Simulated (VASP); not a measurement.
# Cu (Fm-3m) in VASP: settings compared, part 2 of 2

VASP 6.6.1. Earlier steps stand in the parts before.

### 5 Single point, PBE (13.15 Å³/atom)

This run uses another cell than the first one, of 13.15 Å³/atom.

INCAR

```
SYSTEM = Cu
PREC = Accurate
ENCUT = 520
EDIFF = 1E-6
ISMEAR = 0
SIGMA = 0.1
LREAL = .FALSE.
LASPH = .TRUE.
NELM = 60
ALGO = Fast
ISIF = 2
LWAVE = .FALSE.
LCHARG = .FALSE.
GGA = PE
NBANDS = 12
```

KPOINTS

```
regular mesh
0
G
  20 20 20
  0 0 0
```

POSCAR

```
Cu
1.0
    0.0000000000      1.8734584742      1.8734584742
    1.8734584742      0.0000000000      1.8734584742
    1.8734584742      1.8734584742      0.0000000000
Cu
1
Direct
    0.0000000000      0.0000000000      0.0000000000
```

Potentials or basis: VASP PAW PBE potentials, release 64 (Cu).

Command:

```console
$ cat potpaw_PBE.64/Cu/POTCAR > POTCAR
$ mpirun -np 1 vasp_std > vasp.out
```

OUTCAR:

```text
SYSTEM = Cu
   PREC = Accurate
   ENCUT = 520
   EDIFF = 1E-6
   ISMEAR = 0
   LREAL = .FALSE.
   LASPH = .TRUE.
   NELM = 60
   ISIF = 2
   GGA = PE

 ion  position               nearest neighbor table
   1  0.000  0.000  0.000-

  LATTYP: Found a face centered cubic cell.
 ALAT       =     3.7469169484

  Lattice vectors:

 A1 = (   0.0000000000,   1.8734584742,   1.8734584742)
 A2 = (   1.8734584742,   0.0000000000,   1.8734584742)
 A3 = (   1.8734584742,   1.8734584742,   0.0000000000)

Analysis of symmetry for initial positions (statically):
=====================================================================
 Subroutine PRICEL returns:
 Original cell was already a primitive cell.

 Routine SETGRP: Setting up the symmetry group for a
 face centered cubic supercell.

 Subroutine GETGRP returns: Found 48 space group operations
 (whereof 48 operations were pure point group operations)
 out of a pool of 48 trial point group operations.

The static configuration has the point symmetry O_h .

Analysis of symmetry for dynamics (positions and initial velocities):
=====================================================================
 Subroutine PRICEL returns:
 Original cell was already a primitive cell.

 Routine SETGRP: Setting up the symmetry group for a
 face centered cubic supercell.

 Subroutine GETGRP returns: Found 48 space group operations
 (whereof 48 operations were pure point group operations)
 out of a pool of 48 trial point group operations.

The dynamic configuration has the point symmetry O_h .

 Subroutine INISYM returns: Found 48 space group operations
 (whereof 48 operations are pure point group operations),
 and found     1 'primitive' translations

----------------------------------------------------------------------------------------

                                     Primitive cell

  volume of cell :      13.1511

[... 107 lines left out ...]
  volume/ion in A,a.u.               =      13.15        88.75
  Fermi-wavevector in a.u.,A,eV,Ry     =   1.542476  2.914856 32.371406  2.379231
  Thomas-Fermi vector in A             =   2.648275
   LORBIT       =      0    0 simple, 1 ext, 2 COOP (PROOUT), +10 PAW based schemes
   GGA     = PE    functional components
   LHFCALC =     F    Hartree Fock is set to
   AEXX    =    0.0000 exact exchange contribution
   IVDW    =     0    specifies the selected vdW correction
   LEPSILON=     F    determine dielectric tensor
   LRPA    =     F    only Hartree local field effects (RPA)
 non-spin polarized calculation
 RMM-DIIS sequential band-by-band and
 Gauss-broadening in eV      SIGMA  =   0.10
  energy-cutoff  :      520.00
  volume of cell :       13.15
 maximum number of plane-waves:       366
   NGX =  9   NGY =  9   NGZ =  9

 number of electron      11.0000011 magnetization

 Free energy of the ion-electron system (eV)
  ---------------------------------------------------
  ext. energy  EPLUGINS =         0.00000000
  ---------------------------------------------------
  free energy    TOTEN  =        -3.69082230 eV

  energy without entropy =       -3.68947188  energy(sigma->0) =       -3.69014709

 E-fermi :   6.3074     XC(G=0): -12.1135

 val. band max:        6.3067143302   @ k =   0.5000   0.1000   0.0000
 cond. band min:       6.3689603241   @ k =  -0.4500   0.1000   0.0500
 fundamental gap:      0.0622459939
 Fermi energy:         6.3073930538

 k-point     1 :       0.0000    0.0000    0.0000
  band No.  band energies     occupation
      1      -2.2373      2.00000
      2       3.6099      2.00000
      3       3.6099      2.00000
      4       3.6099      2.00000
      5       4.3050      2.00000
      6       4.3050      2.00000
      7      28.0530      0.00000
      8      29.8840      0.00000
      9      29.8840      0.00000
     10      29.8840      0.00000
     11      32.3372      0.00000
     12      32.3372      0.00000
[... 331 lines left out ...]
 k-point    24 :      -0.3500    0.0500    0.0000
  band No.  band energies     occupation
      1       1.3601      2.00000
      2       3.6349      2.00000
      3       3.6683      2.00000
      4       3.8260      2.00000
      5       4.5746      2.00000
      6       4.8253      2.00000
      7      13.0049      0.00000
      8      24.8778      0.00000
      9      27.3825      0.00000
     10      27.7574      0.00000
     11      30.2994      0.00000
     12      31.8606      0.00000

 [... further k-points ...]
[... 5 lines left out ...]
  --------------------------------------------------------------------------------------
  -------------------------------------------------------------------------------------
  Total       -0.7831795     -0.7831795     -0.7831795      0.0000000      0.0000000      0.0000000
  in kB      -95.4134665    -95.4134665    -95.4134665      0.0000000      0.0000000      0.0000000
  external PRESSURE =     -95.4134665 kB  Pullay stress =       0.0000000 kB

 VOLUME and BASIS-vectors are now :
 -----------------------------------------------------------------------------
  energy-cutoff  :      520.00
  volume of cell :       13.15
      direct lattice vectors                 reciprocal lattice vectors
     0.000000000  1.873458474  1.873458474    -0.266886086  0.266886086  0.266886086
     1.873458474  0.000000000  1.873458474     0.266886086 -0.266886086  0.266886086
     1.873458474  1.873458474  0.000000000     0.266886086  0.266886086 -0.266886086

 POSITION                                       TOTAL-FORCE (eV/Angst)
 -----------------------------------------------------------------------------------
      0.00000      0.00000      0.00000        -0.000000     -0.000000      0.000000
 -----------------------------------------------------------------------------------
    total drift:                                0.000000      0.000000      0.000000

  FREE ENERGIE OF THE ION-ELECTRON SYSTEM (eV)
  ---------------------------------------------------
  free  energy   TOTEN  =        -3.6908222951 eV

  energy  without entropy=       -3.6894718763  energy(sigma->0) =       -3.69014709
```

OSZICAR:

```text
N       E                     dE             d eps       ncg     rms          rms(c)
DAV:   1     0.429246877335E+02    0.42925E+02   -0.53592E+03  6728   0.148E+03
DAV:   2    -0.312243216330E+01   -0.46047E+02   -0.42363E+02  6324   0.200E+02
DAV:   3    -0.452693545435E+01   -0.14045E+01   -0.13891E+01  7228   0.405E+01
DAV:   4    -0.453623065308E+01   -0.92952E-02   -0.92940E-02  7032   0.292E+00
DAV:   5    -0.453632733084E+01   -0.96678E-04   -0.96677E-04  7284   0.306E-01    0.747E+00
RMM:   6    -0.411621664424E+01    0.42011E+00   -0.35331E+00  7653   0.349E+01    0.490E+00
RMM:   7    -0.369903165110E+01    0.41718E+00   -0.59682E-01  7606   0.142E+01    0.849E-01
RMM:   8    -0.369142329905E+01    0.76084E-02   -0.92319E-03  7890   0.128E+00    0.193E-01
RMM:   9    -0.369076217853E+01    0.66112E-03   -0.22580E-03  8068   0.868E-01    0.277E-02
RMM:  10    -0.369081057535E+01   -0.48397E-04   -0.50634E-04  8078   0.318E-01    0.176E-02
RMM:  11    -0.369081945692E+01   -0.88816E-05   -0.10333E-04  8345   0.100E-01    0.190E-03
RMM:  12    -0.369082224351E+01   -0.27866E-05   -0.17905E-05  7697   0.515E-02    0.176E-03
RMM:  13    -0.369082229511E+01   -0.51604E-07   -0.35325E-06  5827   0.219E-02
   1 F= -.36908223E+01 E0= -.36901471E+01  d E =-.135042E-02
```

Run time: 51 s. Hardware: 1 thread of Intel Xeon 8259CL, shared host; peak memory 0.15 GiB.

Results:

- Free energy: -3.6908 eV
- Pressure: -9.5 GPa
- Band gap on the k mesh: zero (an odd number of electrons rules out a gap without spin polarisation)

Levels at points of the mesh, in eV from the Fermi level:
| k point | band 4 | band 5 | band 6 | band 7 | band 8 | band 9 |
| --- | --- | --- | --- | --- | --- | --- |
| (0.00, 0.00, 0.00) | -2.70 | -2.00 | -2.00 | 21.75 | 23.58 | 23.58 |
| (0.50, 0.00, 0.00) | -1.52 | -1.52 | -0.68 | 3.27 | 20.29 | 20.47 |
| (0.50, 0.50, 0.00) | -1.40 | -1.40 | 1.60 | 6.41 | 12.29 | 12.29 |

Caveat: the cell stands under tension.

### 6 Single point, PBE

This run uses another cell than the first one, of 11.96 Å³/atom.

INCAR

```
PREC = Accurate ; ENCUT = 520
EDIFF = 1E-6 ; ISMEAR = 0
SIGMA = 0.1 ; LREAL = F
LASPH = T ; NELM = 80
ALGO = Fast ; ISIF = 2
LWAVE = F ; LCHARG = F
GGA = PE ; NBANDS = 12
```

KPOINTS

```
regular mesh
0
Gamma
  20 20 20
```

POSCAR

```
Cu
1.0
    0.0000000000      1.8148741276      1.8148741276
    1.8148741276      0.0000000000      1.8148741276
    1.8148741276      1.8148741276      0.0000000000
Cu
1
Direct
    0.0000000000      0.0000000000      0.0000000000
```

Potentials or basis: VASP PAW PBE potentials, release 64 (Cu).

Command:

```console
$ cat potpaw_PBE.64/Cu/POTCAR > POTCAR
$ mpirun -np 1 vasp_std > vasp.out
```

Run time: 60 s. Hardware: 1 thread of AMD EPYC 7R13, shared host; peak memory 0.12 GiB.

The run converged. Its results:

- Free energy: -3.7294 eV
- Pressure: 0.5 GPa
- Band gap on the k mesh: zero (an odd number of electrons rules out a gap without spin polarisation)

Levels at points of the mesh, in eV from the Fermi level:
| k point | band 4 | band 5 | band 6 | band 7 | band 8 | band 9 |
| --- | --- | --- | --- | --- | --- | --- |
| (0.00, 0.00, 0.00) | -2.96 | -2.16 | -2.16 | 22.52 | 25.07 | 25.07 |
| (0.50, 0.00, 0.00) | -1.60 | -1.60 | -0.94 | 3.72 | 21.02 | 21.91 |
| (0.50, 0.50, 0.00) | -1.46 | -1.46 | 1.53 | 7.06 | 13.01 | 13.01 |

### 7 Single point, r2SCAN

This run uses another cell than the first one, of 11.96 Å³/atom.

POSCAR is that of step 6.

INCAR.step1

```
ALGO = Normal ; EDIFF = 1E-4
ENCUT = 520 ; GGA = PE
ISMEAR = 0 ; LASPH = T
LCHARG = F ; LREAL = F
LWAVE = T ; NBANDS = 12
NELM = 60 ; PREC = Accurate
SIGMA = 0.1
```

INCAR.step2

```
ALGO = Normal ; EDIFF = 1E-6
ENCUT = 520 ; ISIF = 2
ISMEAR = 0 ; ISTART = 1
LASPH = T ; LCHARG = F
LMIXTAU = T ; LREAL = F
LWAVE = F ; METAGGA = R2SCAN
NBANDS = 12 ; NELM = 60
PREC = Accurate ; SIGMA = 0.1
```

KPOINTS

```
k-points
0
Gamma
  20 20 20
```

Command:

```console
$ cat potpaw_PBE.64/Cu/POTCAR > POTCAR
$ cp INCAR.step1 INCAR
$ mpirun -np 1 vasp_std > vasp.out
$ cp INCAR.step2 INCAR
$ mpirun -np 1 vasp_std > vasp.out
```

Run time: 4.8 min. Hardware: 1 thread of AMD EPYC 7R13, shared host; peak memory 0.12 GiB.

Results (log left out):

- Free energy: -10.8198 eV
- Pressure: -5.8 GPa
- Band gap on the k mesh: zero (an odd number of electrons rules out a gap without spin polarisation)

Levels at points of the mesh, in eV from the Fermi level:
```
           k point  band 4  band 5  band 6  band 7  band 8  band 9
(0.00, 0.00, 0.00)   -3.06   -2.26   -2.26   23.31   26.25   26.25
(0.50, 0.00, 0.00)   -1.69   -1.69   -0.97    3.94   21.83   22.97
(0.50, 0.50, 0.00)   -1.54   -1.54    1.63    7.38   13.70   13.70
```

Caveat: the cell stands under tension; the PAW data sets were made with another functional, which shifts forces and pressure a little.

### 8 Overview

```tsv
level	cell	gap on the mesh (eV)	pressure (GPa)
PBE	a = 2.541 Å, angles 60.0°, 1 atom	none	5.2
PBE	a = 2.592 Å, angles 60.0°, 1 atom	none	-3.3
PBE	a = 2.617 Å, angles 60.0°, 1 atom	none	-6.4
PBE	a = 2.649 Å, angles 60.0°, 1 atom	none	-9.5
PBE	a = 2.567 Å, angles 60.0°, 1 atom	none	0.5
r2SCAN	a = 2.567 Å, angles 60.0°, 1 atom	none	-5.8
```

Alike in all rows: task single point; potentials or basis VASP PAW PBE potentials, release 64 (Cu); no spin polarisation; k mesh 20 × 20 × 20; cutoff (eV) 520; smearing gaussian 0.1 eV.

Caveats: the cell stands under tension (at least some runs); the cell stands under pressure (at least some runs); the PAW data sets were made with another functional, which shifts forces and pressure a little (at least some runs).

Total energies depend on the potentials used, so only differences within one code and one set of settings carry meaning.
